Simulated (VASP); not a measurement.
Write the native input for VASP 6.6.1 that does the following.

```
Task                   : single point
Functional             : r2SCAN
Potentials or basis    : VASP PAW PBE potentials, release 64 (Cd, S)
Cutoff                 : 520 eV
k mesh                 : 12 × 12 × 6
Occupations            : gaussian, width 0.05 eV
Spin                   : no spin polarisation
Dipole correction      : no
Further INCAR settings : ALGO = Normal; EDIFF = 1e-06; NBANDS = 22
```

Crystal: Cd2S.

```xyz
3
Lattice="3.8073 0.0000 0.0000 -1.9036 3.2972 0.0000 0.0000 0.0000 5.5814" Properties=species:S:1:pos:R:3 pbc="T T T"
Cd    1.9036    1.0991    3.2301
Cd    0.0000    2.1981    5.2058
S     0.0000    2.1981    2.0411
```

This cell differs from its parent crystal: functional r2SCAN, strained.

The input as run:

POSCAR

```
Cd2S
1.0
    3.8072541297      0.0000000000      0.0000000000
   -1.9036270648      3.2971787950      0.0000000000
    0.0000000000      0.0000000000      5.5813554898
Cd S
2 1
Direct
    0.6666666700      0.3333333300      0.5787350000
    0.3333333300      0.6666666700      0.9327170000
    0.3333333300      0.6666666700      0.3657050000
```

INCAR.step1

```
SYSTEM = Cd2S
PREC = Accurate ; ENCUT = 520
ISMEAR = 0 ; SIGMA = 0.05
LREAL = .FALSE. ; LASPH = .TRUE.
NELM = 100 ; NBANDS = 22
GGA = PE ; ALGO = Normal
EDIFF = 1E-4 ; LWAVE = .TRUE.
LCHARG = .FALSE.
```

INCAR.step2

```
SYSTEM = Cd2S
PREC = Accurate ; ENCUT = 520
EDIFF = 1E-6 ; ISMEAR = 0
SIGMA = 0.05 ; LREAL = .FALSE.
LASPH = .TRUE. ; NELM = 100
ALGO = Normal ; ISIF = 2
LWAVE = .FALSE. ; LCHARG = .FALSE.
METAGGA = R2SCAN ; LMIXTAU = .TRUE.
NBANDS = 22 ; ISTART = 1
```

KPOINTS

```
Automatic mesh
0
G
  12 12 6
  0 0 0
```

Potentials or basis: VASP PAW PBE potentials, release 64 (Cd, S).

Command:

```sh
$ cat potpaw_PBE.64/Cd/POTCAR potpaw_PBE.64/S/POTCAR > POTCAR
$ cp INCAR.step1 INCAR
$ mpirun -np 1 vasp_std > vasp.out
$ cp INCAR.step2 INCAR
$ mpirun -np 1 vasp_std > vasp.out
```

It gave:

```json
{
  "Pressure": "5.5 GPa",
  "Largest force": "0.532 eV/Å",
  "Band gap on the k mesh": "zero (band 15 reaches 2.58 eV, above the bottom of band 16 at 2.44 eV)"
}
```

Caveat: the cell differs from its parent crystal (functional r2SCAN, strained); the PAW data sets were made with another functional, which shifts forces and pressure a little.

Run time: 3.7 min on 1 thread of Intel(R) Xeon(R) 6975P-C (Granite Rapids) (shared host), peak memory 0.27 GiB.
